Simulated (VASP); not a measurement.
# GaN (P6_3mc) in VASP: further runs

Aim: see how the results for GaN move with the level of theory and the settings. Levels: PBE, r2SCAN. Tasks: single point.

All numbers are computed with VASP 6.6.1; they aren't measurements. Logs are shortened: lines on timing, memory, paths and dates and some standing lists are left out, and cuts for length are marked.

**Measured values to compare with.**

“Studying electronic properties in GaN without electrical contacts using γ-γ vs e−-γ Perturbed Angular Correlations”, 2019, pmc:6823545 quotes, for a bulk crystal of GaN: band gap 3.503 ± 0.005 eV (direct).

The runs below are set against these values where they give the same quantity.

**1. The cell of the first run**

Symmetry: P6_3mc, No. 186, hexagonal system. The conventional cell has a = 3.183 Å, b = 3.183 Å, c = 5.184 Å, α = 90.00°, β = 90.00°, γ = 120.00°. Within 2.6 Å of Ga (site symmetry 3m) lie 4 N at 1.95 Å. N (site symmetry 3m) has 4 Ga at 1.95 Å within 2.6 Å.

**2. Single point, PBE**

INCAR reads:

```
PREC = Accurate
ENCUT = 520
EDIFF = 1E-6
ISMEAR = 0
SIGMA = 0.01
LREAL = False
LASPH = True
NELM = 60
ALGO = Normal
ISIF = 2
LWAVE = False
LCHARG = True
GGA = PE
LELF = True
LVHAR = True
NBANDS = 26
```

KPOINTS reads:

```
regular mesh
0
Gamma
  6 6 4
```

POSCAR reads:

```
GaN
1.0
    3.1831495973      0.0000000000      0.0000000000
   -1.5915747987      2.7566884153      0.0000000000
    0.0000000000      0.0000000000      5.1836257396
Ga N
2 2
Direct
    0.3333333333      0.6666666667     -0.0008868472
    0.6666666667      0.3333333333      0.4991131528
    0.3333333333      0.6666666667      0.3758868472
    0.6666666667      0.3333333333      0.8758868472
```

Potentials or basis: VASP PAW PBE potentials, release 64 (Ga_d, N).

Run with:

```bash
$ cat potpaw_PBE.64/Ga_d/POTCAR potpaw_PBE.64/N/POTCAR > POTCAR
$ mpirun -np 1 vasp_std > vasp.out
```

OUTCAR:

```text
PREC = Accurate
   ENCUT = 520
   EDIFF = 1E-6
   ISMEAR = 0
   LREAL = False
   LASPH = True
   NELM = 60
   ISIF = 2
   GGA = PE

 ion  position               nearest neighbor table
   1  0.333  0.667  0.999-   4 1.95   4 1.95   4 1.95   3 1.95
   2  0.667  0.333  0.499-   3 1.95   3 1.95   3 1.95   4 1.95
   3  0.333  0.667  0.376-   2 1.95   2 1.95   2 1.95   1 1.95
   4  0.667  0.333  0.876-   1 1.95   1 1.95   1 1.95   2 1.95

  LATTYP: Found a hexagonal cell.
 ALAT       =     3.1831495973
 C/A-ratio  =     1.6284580982

  Lattice vectors:

 A1 = (   3.1831495973,   0.0000000000,   0.0000000000)
 A2 = (  -1.5915747987,   2.7566884153,   0.0000000000)
 A3 = (   0.0000000000,   0.0000000000,   5.1836257396)

Analysis of symmetry for initial positions (statically):
=====================================================================
 Subroutine PRICEL returns:
 Original cell was already a primitive cell.

 Routine SETGRP: Setting up the symmetry group for a
 hexagonal supercell.

 Subroutine GETGRP returns: Found 12 space group operations
 (whereof  6 operations were pure point group operations)
 out of a pool of 24 trial point group operations.

The static configuration has the point symmetry C_3v.
 The point group associated with its full space group is C_6v.

Analysis of symmetry for dynamics (positions and initial velocities):
=====================================================================
 Subroutine PRICEL returns:
 Original cell was already a primitive cell.

 Routine SETGRP: Setting up the symmetry group for a
 hexagonal supercell.

 Subroutine GETGRP returns: Found 12 space group operations
 (whereof  6 operations were pure point group operations)
 out of a pool of 24 trial point group operations.

The dynamic configuration has the point symmetry C_3v.
 The point group associated with its full space group is C_6v.

 Subroutine INISYM returns: Found 12 space group operations
 (whereof  6 operations are pure point group operations),
 and found     1 'primitive' translations

----------------------------------------------------------------------------------------

                                     Primitive cell

  volume of cell :      45.4861

  direct lattice vectors                    reciprocal lattice vectors
     3.183149597  0.000000000  0.000000000     0.314154258  0.181377045  0.000000000
    -1.591574799  2.756688415  0.000000000     0.000000000  0.362754091  0.000000000
     0.000000000  0.000000000  5.183625740     0.000000000  0.000000000  0.192915162

  length of vectors
     3.183149597  3.183149597  5.183625740     0.362754091  0.362754091  0.192915162

  position of ions in fractional coordinates (direct lattice)
     0.333333333  0.666666667  0.999113153
     0.666666667  0.333333333  0.499113153
     0.333333333  0.666666667  0.375886847
     0.666666667  0.333333333  0.875886847

  ion indices of the primitive-cell ions
   primitive index   ion index
                 1           1
                 2           2
                 3           3
                 4           4

----------------------------------------------------------------------------------------

 KPOINTS: regular mesh

Automatic generation of k-mesh.
 Grid dimensions read from file:
 generate k-points for:    6    6    4

 Generating k-lattice:

  Cartesian coordinates                     Fractional coordinates (reciprocal lattice)
     0.052359043  0.030229508  0.000000000     0.166666667 -0.000000000  0.000000000
     0.000000000  0.060459015  0.000000000     0.000000000  0.166666667  0.000000000
     0.000000000  0.000000000  0.048228791     0.000000000  0.000000000  0.250000000

  Length of vectors
     0.060459015  0.060459015  0.048228791

  Shift w.r.t. Gamma in fractional coordinates (k-lattice)
     0.000000000  0.000000000  0.000000000

 Subroutine IBZKPT returns following result:
 ===========================================

 Found     21 irreducible k-points:

 Following reciprocal coordinates:
            Coordinates               Weight
  0.000000  0.000000  0.000000      1.000000
  0.166667  0.000000  0.000000      6.000000
  0.333333 -0.000000  0.000000      6.000000
  0.500000  0.000000  0.000000      3.000000
  0.166667  0.166667  0.000000      6.000000
  0.333333  0.166667  0.000000     12.000000
[... 13 lines left out ...]
  0.333333  0.166667  0.500000     12.000000
  0.333333  0.333333  0.500000      2.000000
   k-points           NKPTS =     21   k-points in BZ     NKDIM =     21   number of bands    NBANDS=     26
   number of dos      NEDOS =    301   number of ions     NIONS =      4
   total plane-waves  NPLWV =  23040
   dimension x,y,z NGX =    24 NGY =   24 NGZ =   40
   dimension x,y,z NGXF=    48 NGYF=   48 NGZF=   80
   ions per type =               2   2
   NGX,Y,Z   is equivalent  to a cutoff of  12.53, 12.53, 12.83 a.u.
   NGXF,Y,Z  is equivalent  to a cutoff of  25.07, 25.07, 25.66 a.u.
 SYSTEM =  unknown system
   PREC   = accura    normal or accurate (medium, high low for compatibility)
   ISTART =      0    job   : 0-new  1-cont  2-samecut
   ICHARG =      2    charge: 1-file 2-atom 10-const
   ISPIN  =      1    spin polarized calculation?
   LNONCOLLINEAR =      F non collinear calculations
   LSORBIT =      F    spin-orbit coupling
   LASPH  =      T    aspherical Exc in radial PAW
   ENCUT  =  520.0 eV  38.22 Ry    6.18 a.u.   5.92  5.92  9.64*2*pi/ulx,y,z
   NELM   =     60;   NELMIN=  2; NELMDL= -5     # of ELM steps
   EDIFF  = 0.1E-05   stopping-criterion for ELM
   LREAL  =      F    real-space projection
   EDIFFG = 0.1E-04   stopping-criterion for IOM
   NSW    =      0    number of steps for IOM
   IBRION =     -1    ionic relax: 0-MD 1-quasi-New 2-CG
   NFREE  =      0    steps in history (QN), initial steepest desc. (CG)
   ISIF   =      2    stress and relaxation
   ISYM   =      2    0-nonsym 1-usesym 2-fastsym
   POTIM  = 0.5000    time-step for ionic-motion
   TEBEG  =    0.0;   TEEND  =   0.0 temperature during run
   PSTRESS=    0.0 pullay stress
   NELECT =      36.0000    total number of electrons
   NUPDOWN=      -1.0000    fix difference up-down
   EMIN   =  10.00;   EMAX   =-10.00  energy-range for DOS
   EFERMI =   0.00;   METHOD = LEGACY
   ISMEAR =     0;   SIGMA  =   0.01  broadening in eV -4-tet -1-fermi 0-gaus
   EFERMI_NEDOS =   21; number of points for ismear=-14 and -15
   IALGO  =     38    algorithm
   IMIX   =      4    mixing-type and parameters
     AMIX     =   0.40;   BMIX     =  1.00
     AMIX_MAG =   1.60;   BMIX_MAG =  1.00
  volume/ion in A,a.u.               =      11.37        76.74
  Fermi-wavevector in a.u.,A,eV,Ry     =   1.514315  2.861640 31.200197  2.293150
  Thomas-Fermi vector in A             =   2.623989
   LORBIT       =      0    0 simple, 1 ext, 2 COOP (PROOUT), +10 PAW based schemes
   GGA     = PE    functional components
   LHFCALC =     F    Hartree Fock is set to
   AEXX    =    0.0000 exact exchange contribution
   IVDW    =     0    specifies the selected vdW correction
   LEPSILON=     F    determine dielectric tensor
   LRPA    =     F    only Hartree local field effects (RPA)
 non-spin polarized calculation
 Gauss-broadening in eV      SIGMA  =   0.01
  energy-cutoff  :      520.00
  volume of cell :       45.49
 maximum number of plane-waves:      1248
 NGX is ok and might be reduce to    24
   NGX = 11   NGY = 11   NGZ = 19

 number of electron      35.9999993 magnetization

 Free energy of the ion-electron system (eV)
  ---------------------------------------------------
  ext. energy  EPLUGINS =         0.00000000
  ---------------------------------------------------
  free energy    TOTEN  =       -24.29283089 eV

  energy without entropy =      -24.29283089  energy(sigma->0) =      -24.29283089

 E-fermi :   5.4482     XC(G=0): -11.6925

 val. band max:        5.3688746856   @ k =   0.0000   0.0000   0.0000
 cond. band min:       7.3098919771   @ k =   0.0000   0.0000   0.0000
 fundamental gap:      1.9410172915
 Fermi energy:         5.4481566903

 k-point     1 :       0.0000    0.0000    0.0000
  band No.  band energies     occupation
      1     -10.6486      2.00000
      2      -9.7139      2.00000
      3      -8.0745      2.00000
      4      -8.0591      2.00000
      5      -8.0591      2.00000
      6      -7.9970      2.00000
[... 18 lines left out ...]
     25      17.1044      0.00000
     26      17.1044      0.00000

 k-point     2 :       0.1667    0.0000    0.0000
  band No.  band energies     occupation
      1     -10.3909      2.00000
      2      -9.6509      2.00000
      3      -8.0441      2.00000
      4      -8.0240      2.00000
      5      -7.9796      2.00000
      6      -7.9492      2.00000
[... 18 lines left out ...]
     25      16.7762      0.00000
     26      17.6236      0.00000

 k-point     3 :       0.3333   -0.0000    0.0000
  band No.  band energies     occupation
      1      -9.9135      2.00000
      2      -9.5653      2.00000
      3      -8.0061      2.00000
      4      -7.9867      2.00000
      5      -7.9041      2.00000
      6      -7.8438      2.00000
[... 18 lines left out ...]
     25      17.0001      0.00000
     26      18.5994      0.00000

 k-point     4 :       0.5000    0.0000    0.0000
  band No.  band energies     occupation
      1      -9.7244      2.00000
      2      -9.5424      2.00000
      3      -8.0095      2.00000
      4      -7.9842      2.00000
      5      -7.8862      2.00000
      6      -7.8444      2.00000
[... 18 lines left out ...]
     25      17.8349      0.00000
     26      18.7247      0.00000
[... 409 lines left out ...]
      1      -9.7178      2.00000
      2      -9.7178      2.00000
      3      -7.9726      2.00000
      4      -7.9726      2.00000
      5      -7.9469      2.00000
      6      -7.9469      2.00000
[... 18 lines left out ...]
     25      17.1586      0.00000
     26      17.1586      0.00000

 k-point    20 :       0.3333    0.1667    0.5000
  band No.  band energies     occupation
      1      -9.5767      2.00000
      2      -9.5767      2.00000
      3      -7.9753      2.00000
      4      -7.9753      2.00000
      5      -7.9058      2.00000
      6      -7.9058      2.00000
[... 18 lines left out ...]
     25      17.8298      0.00000
     26      17.8298      0.00000

 k-point    21 :       0.3333    0.3333    0.5000
  band No.  band energies     occupation
      1      -9.5382      2.00000
      2      -9.5382      2.00000
      3      -7.9380      2.00000
      4      -7.9380      2.00000
      5      -7.9217      2.00000
      6      -7.9217      2.00000
[... 18 lines left out ...]
     25      19.3967      0.00000
     26      19.4998      0.00000

------------------------ aborting loop because EDIFF is reached ----------------------------------------

  FORCE on cell =-STRESS in cart. coord.  units (eV):
  Direction    XX          YY          ZZ          XY          YZ          ZX
  --------------------------------------------------------------------------------------
  -------------------------------------------------------------------------------------
  Total        1.7730217      1.7730217      1.7905187     -0.0000000      0.0000000      0.0000000
  in kB       62.4519862     62.4519862     63.0682919     -0.0000000      0.0000000      0.0000000
  external PRESSURE =      62.6574214 kB  Pullay stress =       0.0000000 kB

 VOLUME and BASIS-vectors are now :
 -----------------------------------------------------------------------------
  energy-cutoff  :      520.00
  volume of cell :       45.49
      direct lattice vectors                 reciprocal lattice vectors
     3.183149597  0.000000000  0.000000000     0.314154258  0.181377045  0.000000000
    -1.591574799  2.756688415  0.000000000     0.000000000  0.362754091  0.000000000
     0.000000000  0.000000000  5.183625740     0.000000000  0.000000000  0.192915162

 POSITION                                       TOTAL-FORCE (eV/Angst)
 -----------------------------------------------------------------------------------
     -0.00000      1.83779      5.17903        -0.000000      0.000000      0.004467
      1.59157      0.91890      2.58722        -0.000000      0.000000      0.004467
     -0.00000      1.83779      1.94846         0.000000      0.000000     -0.004467
      1.59157      0.91890      4.54027        -0.000000     -0.000000     -0.004467
 -----------------------------------------------------------------------------------
    total drift:                               -0.000001     -0.000001     -0.001050

  FREE ENERGIE OF THE ION-ELECTRON SYSTEM (eV)
  ---------------------------------------------------
  free  energy   TOTEN  =       -24.2928308899 eV

  energy  without entropy=      -24.2928308899  energy(sigma->0) =      -24.29283089
```

Wall time 49 s (1 thread of AMD EPYC 7R13 (Zen 3), shared host); peak memory 0.13 GiB.

Results:

| Quantity | Value |
| --- | --- |
| Free energy | -24.2928 eV |
| Pressure | 6.3 GPa |
| Largest force | 0.004 eV/Å |
| Band gap on the k mesh | 1.94 eV, direct |

Forces on the atoms (eV/Å):
```
Ga   0.000  0.000  0.004
Ga   0.000  0.000  0.004
N    0.000  0.000 -0.004
N    0.000  0.000 -0.004
```

(Continued in part 2 of 2.)
